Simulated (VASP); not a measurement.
Set up this calculation in VASP 6.6.1, as the native input.

- Task: single point
- Functional: LDA
- Potentials or basis: VASP PAW LDA potentials, release 64 (Hg)
- Cutoff: 520 eV
- k mesh: 11 × 11 × 11
- Occupations: gaussian, width 0.03 eV
- Spin: no spin polarisation
- Dipole correction: no
- Further INCAR settings: ALGO = Normal; EDIFF = 1e-06; NBANDS = 12

The structure of Hg lies in POSCAR:

```
Hg
1.0
    1.7463233735      1.0082402698      2.1478810803
   -1.7463233735      1.0082402698      2.1478810803
    0.0000000000     -2.0164805396      2.1478810803
Hg
1
Direct
    0.0000000000      1.0000000000      0.0000000000
```

The input as run:

INCAR

```
PREC = Accurate
ENCUT = 520
EDIFF = 1E-6
ISMEAR = 0
SIGMA = 0.03
LREAL = False
LASPH = True
NELM = 80
ALGO = Normal
ISIF = 2
LWAVE = False
LCHARG = False
NBANDS = 12
```

KPOINTS

```
regular mesh
0
Gamma
  11 11 11
```

Potentials or basis: VASP PAW LDA potentials, release 64 (Hg).

Run with:

```sh
$ cat potpaw_LDA.64/Hg/POTCAR > POTCAR
$ mpirun -np 1 vasp_std > vasp.out
```

Results of the run:

```
Pressure               : 0.9 GPa
Band gap on the k mesh : zero (bands 6 and 7 overlap by 2.76 eV)
```

Caveat: spin-orbit coupling is left out, which moves the levels of the heavy elements.

It took 37 s on 1 thread of Intel Xeon 8259CL (shared host), peak memory 0.16 GiB.
